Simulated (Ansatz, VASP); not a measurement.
## TlCl: VASP beside Ansatz

```
Tl Cl
1.0
     3.87684    0.00000    0.00000
     0.00000    3.87684    0.00000
     0.00000    0.00000    3.87684
Tl Cl
1 1
Direct
  0.00000 0.00000 0.00000
  0.50000 0.50000 0.50000
```

Alike in both runs: task single point; functional r2SCAN; k mesh 6 × 6 × 6; no spin polarisation.

|  | VASP | Ansatz |
| --- | --- | --- |
| version | VASP 6.6.1 | Ansatz 0.2.0 |
| potentials or method | VASP PAW PBE potentials, release 64 (Tl_d, Cl) | plane waves, PAW |
| plane-wave cutoff (eV) | 550 | 500 |
| occupations | gaussian, width 0.01 eV | fixed |
| valence electrons in the cell | 20 | 20 |

Ansatz gave:

```
gap on the k mesh at the Fermi level (eV) : 2.58
pressure (GPa)                            : -0.8
```

Q: Which values does VASP return?

A: gap on the k mesh at the Fermi level (eV): 2.59; pressure (GPa): -0.8.

VASP's potentials were made for PBE, not for r2SCAN.

Neither program's run includes spin-orbit coupling.
